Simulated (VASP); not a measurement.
A run of VASP 6.6.1 is set up as follows.

Contents of POSCAR:

```
TiAl
1.0
    3.2026865985      0.0000000000      0.0000000000
    0.0000000000      3.2026865985      0.0000000000
    0.0000000000      0.0000000000      3.2026865985
Ti Al
1 1
Direct
    0.5000000000      0.5000000000      0.5000000000
    0.0000000000      0.0000000000      0.0000000000
```

Contents of INCAR.step1:

```
PREC = Accurate ; ENCUT = 520
ISMEAR = 0 ; SIGMA = 0.1
LREAL = F ; LASPH = T
NELM = 80 ; NBANDS = 14
GGA = PE ; ALGO = Normal
EDIFF = 1E-4 ; LWAVE = T
LCHARG = F
```

Contents of INCAR.step2:

```
PREC = Accurate ; ENCUT = 520
EDIFF = 1E-6 ; ISMEAR = 0
SIGMA = 0.1 ; LREAL = F
LASPH = T ; NELM = 80
ALGO = Normal ; ISIF = 2
LWAVE = F ; LCHARG = F
METAGGA = R2SCAN ; LMIXTAU = T
NBANDS = 14 ; ISTART = 1
```

KPOINTS

```
Automatic mesh
0
Gamma
  14 14 14
```

Potentials or basis: VASP PAW PBE potentials, release 64 (Ti_sv, Al).

The run is started by

```console
$ cat potpaw_PBE.64/Ti_sv/POTCAR potpaw_PBE.64/Al/POTCAR > POTCAR
$ cp INCAR.step1 INCAR
$ mpirun -np 1 vasp_std > vasp.out
$ cp INCAR.step2 INCAR
$ mpirun -np 1 vasp_std > vasp.out
```

Task: Predict the pressure.

Result: -3.2 GPa.

Caveat: the PAW data sets were made with another functional, which shifts forces and pressure a little.
